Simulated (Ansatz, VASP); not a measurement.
**Two plane-wave programs on Be5ZnSe6**

Contents of INCAR:

```
PREC = Accurate
ENCUT = 600
EDIFF = 1E-6
ISMEAR = 0
SIGMA = 0.1
LREAL = F
LASPH = T
NELM = 100
ALGO = Normal
ISIF = 3
LWAVE = F
LCHARG = F
GGA = PE
IBRION = 2
NSW = 80
EDIFFG = -0.025
```

The input KPOINTS:

```
Automatic mesh
0
Gamma
  2 3 3
```

Contents of POSCAR:

```
Be5ZnSe6
1.0
   -0.1891254291     -0.0487224456      6.0827854844
    6.6334013753     -0.0820190947     -0.1989119335
   -3.3877312563      5.6586916623      0.0550776698
Be Zn Se
5 1 6
Direct
    0.0180765598      0.6625759503      0.9627323551
    0.0123031907      0.3265834405      0.3396465325
    0.0111578454      0.9929276236      0.6512282686
    0.5141350919      0.6729909977      0.3490487172
    0.5058541772      0.3009741377      0.6428895989
    0.4762937414     -0.0231033746     -0.0350182127
    0.3710342350      0.6887716526      1.0260654239
    0.3623864117      0.3593318526      0.3714546052
    0.3860296957      0.9960852551      0.6566415290
    0.8865130039      0.0030925781      0.0009213186
    0.8814576190      0.6643121088      0.3396235732
    0.8847584283      0.3554577776      0.6947662904
```

Input for Ansatz:

```yaml
crystal:
  lattice:
    - [-0.1891254291, -0.0487224456, 6.0827854844]
    - [6.6334013753, -0.0820190947, -0.1989119335]
    - [-3.3877312563, 5.6586916623, 0.0550776698]
  atoms:
    - { symbol: Be, position: [0.0180765598, 0.6625759503, 0.9627323551] }
    - { symbol: Be, position: [0.0123031907, 0.3265834405, 0.3396465325] }
    - { symbol: Be, position: [0.0111578454, 0.9929276236, 0.6512282686] }
    - { symbol: Be, position: [0.5141350919, 0.6729909977, 0.3490487172] }
    - { symbol: Be, position: [0.5058541772, 0.3009741377, 0.6428895989] }
    - { symbol: Zn, position: [0.4762937414, -0.0231033746, -0.0350182127] }
    - { symbol: Se, position: [0.371034235, 0.6887716526, 1.0260654239] }
    - { symbol: Se, position: [0.3623864117, 0.3593318526, 0.3714546052] }
    - { symbol: Se, position: [0.3860296957, 0.9960852551, 0.656641529] }
    - { symbol: Se, position: [0.8865130039, 0.0030925781, 0.0009213186] }
    - { symbol: Se, position: [0.881457619, 0.6643121088, 0.3396235732] }
    - { symbol: Se, position: [0.8847584283, 0.3554577776, 0.6947662904] }
basis:
  ecutwfc: 420
kpoints:
  mp_grid: { grid: [2, 3, 3] }
hamiltonian:
  xc: pbe
scf:
  occupations: { method: gaussian, width: 0.1 }
  lower_state_search: "off"
output:
  forces: true
  stress: true
  eigenvalues: true
relax:
  adjacent_minimum: "off"
  f_tol: 0.025
  max_steps: 60
  cell: { stress_tol: 0.25 }
```

Change from the starting cell: cell x1, atoms moved at random (sigma 0.1 Å) and cell strained at random (1.5 %), then relaxed without symmetry.

Alike in both runs: task relaxation of cell and atoms; functional PBE; k mesh 2 × 3 × 3; occupations gaussian, width 0.1 eV; no spin polarisation.

|  | VASP | Ansatz |
| --- | --- | --- |
| version | VASP 6.6.1 | Ansatz 0.2.0 |
| potentials or method | VASP PAW PBE potentials, release 64 (Be, Zn, Se), cutoff 600 eV | scalar-relativistic, plane waves, PAW |
| valence electrons in the cell | 58 | 118 |

VASP gave:

```
gap on the k mesh at the Fermi level, each at its own relaxed structure (eV)  : 3.20
relaxed volume (Å³/atom)                                                      : 18.33
relaxed length of the cell vector where the two differ most in proportion (Å) : 6.444
```

Question: What did Ansatz give for the same quantities?

Answer: gap on the k mesh at the Fermi level, each at its own relaxed structure (eV): 3.22; relaxed volume (Å³/atom): 18.28; relaxed length of the cell vector where the two differ most in proportion (Å): 6.438.

VASP's potentials hold 58 valence electrons a cell and Ansatz's 118, so a difference there can come from the potentials and not from the codes.

The k mesh is coarse, so the values compare programs but aren't converged.
